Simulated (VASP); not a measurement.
# HgTe (F-43m) in VASP: settings compared

The runs below take HgTe through single point, with PBE+D3(BJ), PBEsol.

All numbers are computed with VASP 6.6.1; they aren't measurements. Logs are shortened: lines on timing, memory, paths and dates and some standing lists are left out, and cuts for length are marked.

### 1 The cell of the first run

Symmetry: F-43m, No. 216, cubic system. Conventional cell: a = 6.558 Å, b = 6.558 Å, c = 6.558 Å, α = 90.00°, β = 90.00°, γ = 90.00°. Hg (site symmetry -43m) has 4 Te at 2.84 Å within 3.7 Å. Within 3.7 Å of Te (site symmetry -43m) lie 4 Hg at 2.84 Å.

### 2 Single point, PBE+D3(BJ)

Input file INCAR:

```
SYSTEM = HgTe
PREC = Accurate
ENCUT = 520
EDIFF = 1E-6
ISMEAR = 0
SIGMA = 0.05
LREAL = .False.
LASPH = .True.
NELM = 60
ALGO = Normal
ISIF = 2
LWAVE = .False.
LCHARG = .False.
GGA = PE
IVDW = 12
NBANDS = 16
```

Input file KPOINTS:

```
Automatic mesh
0
Gamma
  6 6 6
  0 0 0
```

Input file POSCAR:

```
HgTe
1.0
    0.0000000000      3.2788470438      3.2788470438
    3.2788470438      0.0000000000      3.2788470438
    3.2788470438      3.2788470438      0.0000000000
Hg Te
1 1
Direct
    0.0000000000      0.0000000000      0.0000000000
    0.2500000000      0.2500000000      0.2500000000
```

Potentials or basis: VASP PAW PBE potentials, release 64 (Hg, Te).

Command:

```
cat potpaw_PBE.64/Hg/POTCAR potpaw_PBE.64/Te/POTCAR > POTCAR
mpirun -np 1 vasp_std > vasp.out
```

OUTCAR:

```text
SYSTEM = HgTe
   PREC = Accurate
   ENCUT = 520
   EDIFF = 1E-6
   ISMEAR = 0
   LREAL = .False.
   LASPH = .True.
   NELM = 60
   ISIF = 2
   GGA = PE
   IVDW = 12
 IVDW          = 12

 ion  position               nearest neighbor table
   1  0.000  0.000  0.000-   2 2.84   2 2.84   2 2.84   2 2.84
   2  0.250  0.250  0.250-   1 2.84   1 2.84   1 2.84   1 2.84

  LATTYP: Found a face centered cubic cell.
 ALAT       =     6.5576940876

  Lattice vectors:

 A1 = (   0.0000000000,   3.2788470438,   3.2788470438)
 A2 = (   3.2788470438,   0.0000000000,   3.2788470438)
 A3 = (   3.2788470438,   3.2788470438,   0.0000000000)

Analysis of symmetry for initial positions (statically):
=====================================================================
 Subroutine PRICEL returns:
 Original cell was already a primitive cell.

 Routine SETGRP: Setting up the symmetry group for a
 face centered cubic supercell.

 Subroutine GETGRP returns: Found 24 space group operations
 (whereof 24 operations were pure point group operations)
 out of a pool of 48 trial point group operations.

The static configuration has the point symmetry T_d .

Analysis of symmetry for dynamics (positions and initial velocities):
=====================================================================
 Subroutine PRICEL returns:
 Original cell was already a primitive cell.

 Routine SETGRP: Setting up the symmetry group for a
 face centered cubic supercell.

 Subroutine GETGRP returns: Found 24 space group operations
 (whereof 24 operations were pure point group operations)
 out of a pool of 48 trial point group operations.

The dynamic configuration has the point symmetry T_d .

 Subroutine INISYM returns: Found 24 space group operations
 (whereof 24 operations are pure point group operations),
 and found     1 'primitive' translations

----------------------------------------------------------------------------------------

                                     Primitive cell

  volume of cell :      70.5007

  direct lattice vectors                    reciprocal lattice vectors
     0.000000000  3.278847044  3.278847044    -0.152492627  0.152492627  0.152492627
     3.278847044  0.000000000  3.278847044     0.152492627 -0.152492627  0.152492627
     3.278847044  3.278847044  0.000000000     0.152492627  0.152492627 -0.152492627

  length of vectors
     4.636989958  4.636989958  4.636989958     0.264124978  0.264124978  0.264124978

  position of ions in fractional coordinates (direct lattice)
     0.000000000  0.000000000  0.000000000
     0.250000000  0.250000000  0.250000000

  ion indices of the primitive-cell ions
   primitive index   ion index
                 1           1
                 2           2

----------------------------------------------------------------------------------------

 KPOINTS: Automatic mesh

Automatic generation of k-mesh.
 Grid dimensions read from file:
 generate k-points for:    6    6    6

 Generating k-lattice:

  Cartesian coordinates                     Fractional coordinates (reciprocal lattice)
    -0.025415438  0.025415438  0.025415438     0.166666667  0.000000000  0.000000000
     0.025415438 -0.025415438  0.025415438     0.000000000  0.166666667  0.000000000
     0.025415438  0.025415438 -0.025415438     0.000000000  0.000000000  0.166666667

  Length of vectors
     0.044020830  0.044020830  0.044020830

  Shift w.r.t. Gamma in fractional coordinates (k-lattice)
     0.000000000  0.000000000  0.000000000

 Subroutine IBZKPT returns following result:
 ===========================================

 Found     16 irreducible k-points:

 Following reciprocal coordinates:
            Coordinates               Weight
  0.000000  0.000000  0.000000      1.000000
  0.166667  0.000000  0.000000      8.000000
  0.333333  0.000000  0.000000      8.000000
  0.500000  0.000000  0.000000      4.000000
  0.166667  0.166667  0.000000      6.000000
  0.333333  0.166667  0.000000     24.000000
[... 8 lines left out ...]
 -0.333333  0.333333  0.166667     24.000000
 -0.333333  0.500000  0.166667     12.000000
   k-points           NKPTS =     16   k-points in BZ     NKDIM =     16   number of bands    NBANDS=     16
   number of dos      NEDOS =    301   number of ions     NIONS =      2
   total plane-waves  NPLWV =  46656
   dimension x,y,z NGX =    36 NGY =   36 NGZ =   36
   dimension x,y,z NGXF=    72 NGYF=   72 NGZF=   72
   ions per type =               1   1
   NGX,Y,Z   is equivalent  to a cutoff of  12.91, 12.91, 12.91 a.u.
   NGXF,Y,Z  is equivalent  to a cutoff of  25.81, 25.81, 25.81 a.u.
 SYSTEM =  HgTe
   PREC   = accura    normal or accurate (medium, high low for compatibility)
   ISTART =      0    job   : 0-new  1-cont  2-samecut
   ICHARG =      2    charge: 1-file 2-atom 10-const
   ISPIN  =      1    spin polarized calculation?
   LNONCOLLINEAR =      F non collinear calculations
   LSORBIT =      F    spin-orbit coupling
   LASPH  =      T    aspherical Exc in radial PAW
   ENCUT  =  520.0 eV  38.22 Ry    6.18 a.u.   8.62  8.62  8.62*2*pi/ulx,y,z
   NELM   =     60;   NELMIN=  2; NELMDL= -5     # of ELM steps
   EDIFF  = 0.1E-05   stopping-criterion for ELM
   LREAL  =      F    real-space projection
   EDIFFG = 0.1E-04   stopping-criterion for IOM
   NSW    =      0    number of steps for IOM
   IBRION =     -1    ionic relax: 0-MD 1-quasi-New 2-CG
   NFREE  =      0    steps in history (QN), initial steepest desc. (CG)
   ISIF   =      2    stress and relaxation
   ISYM   =      2    0-nonsym 1-usesym 2-fastsym
   POTIM  = 0.5000    time-step for ionic-motion
   TEBEG  =    0.0;   TEEND  =   0.0 temperature during run
   PSTRESS=    0.0 pullay stress
   NELECT =      18.0000    total number of electrons
   NUPDOWN=      -1.0000    fix difference up-down
   EMIN   =  10.00;   EMAX   =-10.00  energy-range for DOS
   EFERMI =   0.00;   METHOD = LEGACY
   ISMEAR =     0;   SIGMA  =   0.05  broadening in eV -4-tet -1-fermi 0-gaus
   EFERMI_NEDOS =   21; number of points for ismear=-14 and -15
   IALGO  =     38    algorithm
   IMIX   =      4    mixing-type and parameters
     AMIX     =   0.40;   BMIX     =  1.00
     AMIX_MAG =   1.60;   BMIX_MAG =  1.00
  volume/ion in A,a.u.               =      35.25       237.88
  Fermi-wavevector in a.u.,A,eV,Ry     =   1.038567  1.962607 14.675535  1.078621
  Thomas-Fermi vector in A             =   2.173057
   LORBIT       =      0    0 simple, 1 ext, 2 COOP (PROOUT), +10 PAW based schemes
   GGA     = PE    functional components
   LHFCALC =     F    Hartree Fock is set to
   AEXX    =    0.0000 exact exchange contribution
   IVDW    =    12    specifies the selected vdW correction
   LEPSILON=     F    determine dielectric tensor
   LRPA    =     F    only Hartree local field effects (RPA)
 non-spin polarized calculation
 Gauss-broadening in eV      SIGMA  =   0.05
  energy-cutoff  :      520.00
  volume of cell :       70.50
 maximum number of plane-waves:      1917
 NGX is ok and might be reduce to    36

 number of electron      18.0000001 magnetization

 Free energy of the ion-electron system (eV)
  ---------------------------------------------------
  ext. energy  EPLUGINS =         0.00000000
  ---------------------------------------------------
  free energy    TOTEN  =        -3.62414029 eV

  energy without entropy =       -3.62378320  energy(sigma->0) =       -3.62396174

 E-fermi :   2.6697     XC(G=0):  -8.5448

 val. band max:        2.6544751112   @ k =   0.0000   0.0000   0.0000
 cond. band min:       3.3565294982   @ k =   0.5000   0.0000   0.0000
 fundamental gap:      0.7020543870
 Fermi energy:         2.6697035999

 k-point     1 :       0.0000    0.0000    0.0000
  band No.  band energies     occupation
      1      -9.0306      2.00000
      2      -4.4602      2.00000
      3      -4.4602      2.00000
      4      -4.4602      2.00000
      5      -3.9820      2.00000
      6      -3.9820      2.00000
[... 8 lines left out ...]
     15      12.1429      0.00000
     16      12.1429      0.00000

 k-point     2 :       0.1667    0.0000    0.0000
  band No.  band energies     occupation
      1      -8.9093      2.00000
      2      -4.4275      2.00000
      3      -4.4275      2.00000
      4      -4.4028      2.00000
      5      -3.9842      2.00000
      6      -3.9842      2.00000
[... 8 lines left out ...]
     15      11.2215      0.00000
     16      11.2215      0.00000

 k-point     3 :       0.3333    0.0000    0.0000
  band No.  band energies     occupation
      1      -8.6498      2.00000
      2      -4.3706      2.00000
      3      -4.3706      2.00000
      4      -4.1265      2.00000
      5      -3.9759      2.00000
      6      -3.9759      2.00000
[... 8 lines left out ...]
     15      11.5114      0.00000
     16      11.5114      0.00000

 k-point     4 :       0.5000    0.0000    0.0000
  band No.  band energies     occupation
      1      -8.5111      2.00000
      2      -4.3483      2.00000
      3      -4.3483      2.00000
      4      -3.9631      2.00000
      5      -3.9631      2.00000
      6      -3.7036      2.00000
[... 8 lines left out ...]
     15      12.6459      0.00000
     16      12.6459      0.00000

 k-point     5 :       0.1667    0.1667    0.0000
  band No.  band energies     occupation
      1      -8.8684      2.00000
      2      -4.4308      2.00000
      3      -4.3938      2.00000
      4      -4.3938      2.00000
      5      -4.0024      2.00000
      6      -3.9679      2.00000
[... 8 lines left out ...]
     15      11.0905      0.00000
     16      12.2859      0.00000

 k-point     6 :       0.3333    0.1667    0.0000
  band No.  band energies     occupation
      1      -8.6525      2.00000
      2      -4.3711      2.00000
      3      -4.3279      2.00000
      4      -4.2401      2.00000
      5      -3.9866      2.00000
      6      -3.9567      2.00000
[... 8 lines left out ...]
     15      12.0280      0.00000
     16      12.3105      0.00000

 k-point     7 :       0.5000    0.1667    0.0000
  band No.  band energies     occupation
      1      -8.4682      2.00000
      2      -4.3314      2.00000
      3      -4.2999      2.00000
      4      -4.0251      2.00000
      5      -3.9585      2.00000
      6      -3.7252      2.00000
[... 8 lines left out ...]
     15      12.2552      0.00000
     16      12.7581      0.00000

 k-point     8 :      -0.3333    0.1667    0.0000
  band No.  band energies     occupation
      1      -8.5150      2.00000
      2      -4.3286      2.00000
      3      -4.3260      2.00000
      4      -4.0129      2.00000
      5      -3.9880      2.00000
      6      -3.8644      2.00000
[... 8 lines left out ...]
     15      11.4894      0.00000
     16      12.7089      0.00000

 k-point     9 :      -0.1667    0.1667    0.0000
  band No.  band energies     occupation
      1      -8.7400      2.00000
      2      -4.3898      2.00000
      3      -4.3678      2.00000
      4      -4.2920      2.00000
      5      -4.0002      2.00000
      6      -3.9629      2.00000
[... 8 lines left out ...]
     15      11.5245      0.00000
     16      11.7885      0.00000

 k-point    10 :       0.3333    0.3333    0.0000
  band No.  band energies     occupation
      1      -8.5184      2.00000
      2      -4.3146      2.00000
      3      -4.2420      2.00000
      4      -4.2420      2.00000
      5      -3.9398      2.00000
      6      -3.9370      2.00000
[... 8 lines left out ...]
     15      12.6566      0.00000
     16      14.1305      0.00000

 k-point    11 :       0.5000    0.3333    0.0000
  band No.  band energies     occupation
      1      -8.3777      2.00000
      2      -4.2834      2.00000
      3      -4.2011      2.00000
      4      -4.1374      2.00000
      5      -3.9416      2.00000
      6      -3.6669      2.00000
[... 8 lines left out ...]
     15      12.9877      0.00000
     16      13.8312      0.00000

 k-point    12 :      -0.3333    0.3333    0.0000
  band No.  band energies     occupation
      1      -8.3772      2.00000
      2      -4.2925      2.00000
      3      -4.2398      2.00000
      4      -4.0337      2.00000
      5      -3.9738      2.00000
      6      -3.5732      2.00000
[... 8 lines left out ...]
     15      11.6719      0.00000
     16      14.3633      0.00000

 k-point    13 :       0.5000    0.5000    0.0000
  band No.  band energies     occupation
      1      -8.3298      2.00000
      2      -4.2786      2.00000
      3      -4.1537      2.00000
      4      -4.1537      2.00000
      5      -3.9257      2.00000
      6      -3.5737      2.00000
[... 8 lines left out ...]
     15      12.9172      0.00000
     16      13.9959      0.00000

 k-point    14 :       0.5000    0.3333    0.1667
  band No.  band energies     occupation
      1      -8.4711      2.00000
      2      -4.3025      2.00000
      3      -4.2795      2.00000
      4      -4.1096      2.00000
      5      -3.9598      2.00000
      6      -3.8382      2.00000
[... 8 lines left out ...]
     15      12.7966      0.00000
     16      13.6619      0.00000

 k-point    15 :      -0.3333    0.3333    0.1667
  band No.  band energies     occupation
      1      -8.3772      2.00000
      2      -4.2811      2.00000
      3      -4.2515      2.00000
      4      -4.0250      2.00000
      5      -3.9883      2.00000
      6      -3.5574      2.00000
[... 8 lines left out ...]
     15      12.9173      0.00000
     16      13.5423      0.00000

 k-point    16 :      -0.3333    0.5000    0.1667
  band No.  band energies     occupation
      1      -8.3306      2.00000
      2      -4.2578      2.00000
      3      -4.2040      2.00000
      4      -4.0865      2.00000
      5      -3.9650      2.00000
      6      -3.4666      2.00000
[... 8 lines left out ...]
     15      13.4091      0.00000
     16      13.6685      0.00000

------------------------ aborting loop because EDIFF is reached ----------------------------------------

 Edisp (eV)   -0.68491

 E8    (eV) :    -0.3101

  FORCE on cell =-STRESS in cart. coord.  units (eV):
  Direction    XX          YY          ZZ          XY          YZ          ZX
  --------------------------------------------------------------------------------------
  -------------------------------------------------------------------------------------
  Total      -0.04503    -0.04503    -0.04503     0.00000     0.00000     0.00000
  in kB      -1.02327    -1.02327    -1.02327     0.00000     0.00000     0.00000
  external pressure =       -1.02 kB  Pullay stress =        0.00 kB

 VOLUME and BASIS-vectors are now :
 -----------------------------------------------------------------------------
  energy-cutoff  :      520.00
  volume of cell :       70.50
      direct lattice vectors                 reciprocal lattice vectors
     0.000000000  3.278847044  3.278847044    -0.152492627  0.152492627  0.152492627
     3.278847044  0.000000000  3.278847044     0.152492627 -0.152492627  0.152492627
     3.278847044  3.278847044  0.000000000     0.152492627  0.152492627 -0.152492627

 POSITION                                       TOTAL-FORCE (eV/Angst)
 -----------------------------------------------------------------------------------
      0.00000      0.00000      0.00000        -0.000000     -0.000000     -0.000000
      1.63942      1.63942      1.63942         0.000000      0.000000      0.000000
 -----------------------------------------------------------------------------------
    total drift:                               -0.000000     -0.000000     -0.000000

  FREE ENERGIE OF THE ION-ELECTRON SYSTEM (eV)
  ---------------------------------------------------
  free  energy   TOTEN  =        -4.3090463196 eV

  energy  without entropy=       -4.3086892309  energy(sigma->0) =       -4.30886778
```

It took 21 s on 1 thread of AMD EPYC 7R43 (Zen 3), shared host; peak memory 0.18 GiB.

What came out:

```
Free energy                : -4.3090 eV
Pressure                   : -0.1 GPa
Band gap on the k mesh     : zero (filled and empty bands touch)
Dispersion energy per atom : -0.342 eV
```

Caveat: three body term missing; spin-orbit coupling is left out, which moves the levels of the heavy elements; pairwise dispersion overbinds metals, which lowers pressure and volume.

### 3 Single point, PBE+D3(BJ)

Input file INCAR:

```
PREC = Accurate ; ENCUT = 520
EDIFF = 1E-6 ; ISMEAR = 0
SIGMA = 0.05 ; LREAL = F
LASPH = T ; NELM = 100
ALGO = Normal ; ISIF = 2
LWAVE = F ; LCHARG = F
GGA = PE ; IVDW = 12
NBANDS = 16
```

Input file KPOINTS:

```
regular mesh
0
Gamma
  6 6 6
```

Input file POSCAR:

```
HgTe
1.0
    0.0000000000      3.2568406959      3.2568406959
    3.2568406959      0.0000000000      3.2568406959
    3.2568406959      3.2568406959      0.0000000000
Hg Te
1 1
Direct
    0.0000000000      0.0000000000      0.0000000000
    0.2500000000      0.2500000000      0.2500000000
```

Potentials or basis: VASP PAW PBE potentials, release 64 (Hg, Te).

Command:

```
cat potpaw_PBE.64/Hg/POTCAR potpaw_PBE.64/Te/POTCAR > POTCAR
mpirun -np 1 vasp_std > vasp.out
```

Wall time 21 s (1 thread of AMD EPYC 7R43 (Zen 3), shared host); peak memory 0.17 GiB.

Results (log left out):

| Property | Result |
| --- | --- |
| Free energy | -4.3060 eV |
| Pressure | 0.7 GPa |
| Band gap on the k mesh | zero (filled and empty bands touch) |
| Dispersion energy per atom | -0.351 eV |

Levels at points of the mesh, in eV from the Fermi level:
| k point | band 6 | band 7 | band 8 | band 9 | band 10 | band 11 | band 12 | band 13 |
| --- | --- | --- | --- | --- | --- | --- | --- | --- |
| (0.00, 0.00, 0.00) | -6.74 | -0.80 | -0.02 | -0.02 | -0.02 | 4.25 | 4.25 | 4.25 |
| (0.50, 0.00, 0.00) | -6.45 | -5.36 | -0.96 | -0.96 | 0.69 | 5.04 | 5.04 | 6.85 |
| (0.50, 0.50, 0.00) | -6.31 | -5.33 | -2.19 | -2.19 | 1.89 | 2.53 | 8.12 | 8.75 |

Caveat: three body term missing; spin-orbit coupling is left out, which moves the levels of the heavy elements; pairwise dispersion overbinds metals, which lowers pressure and volume.

### 4 Single point, PBEsol

This run uses another cell than the first one, of 34.53 Å³/atom, 0.979 times its volume.

Input file INCAR:

```
SYSTEM = HgTe
PREC = Accurate ; ENCUT = 520
EDIFF = 1E-6 ; ISMEAR = 0
SIGMA = 0.05 ; LREAL = .FALSE.
LASPH = .TRUE. ; NELM = 60
ALGO = Normal ; ISIF = 2
LWAVE = .FALSE. ; LCHARG = .FALSE.
GGA = PS ; NBANDS = 16
```

Input file KPOINTS:

```
regular mesh
0
G
  6 6 6
  0 0 0
```

Input file POSCAR:

```
HgTe
1.0
    0.0000000000      3.2562572910      3.2562572910
    3.2562572910      0.0000000000      3.2562572910
    3.2562572910      3.2562572910      0.0000000000
Hg Te
1 1
Direct
    0.0000000000      0.0000000000      0.0000000000
    0.2500000000      0.2500000000      0.2500000000
```

Command:

```
cat potpaw_PBE.64/Hg/POTCAR potpaw_PBE.64/Te/POTCAR > POTCAR
mpirun -np 1 vasp_std > vasp.out
```

It took 19 s on 1 thread of AMD EPYC 7R43 (Zen 3), shared host; peak memory 0.17 GiB.

The run converged. Its results:

```
Free energy            : -4.3645 eV
Pressure               : 0.1 GPa
Band gap on the k mesh : zero (filled and empty bands touch)
```

Levels at points of the mesh, in eV from the Fermi level:
```tsv
k point	band 5	band 6	band 7	band 8	band 9	band 10	band 11	band 12	band 13	band 14
(0.00, 0.00, 0.00)	-6.73	-6.73	-0.88	-0.02	-0.02	-0.02	4.20	4.20	4.20	6.30
(0.50, 0.00, 0.00)	-6.71	-6.44	-5.41	-0.97	-0.97	0.62	4.98	4.98	6.71	7.70
(0.50, 0.50, 0.00)	-6.67	-6.30	-5.37	-2.22	-2.22	1.83	2.42	8.00	8.71	8.71
```

Caveat: the PAW data sets were made with another functional, which shifts forces and pressure a little; spin-orbit coupling is left out, which moves the levels of the heavy elements.

(Continued in part 2 of 2.)
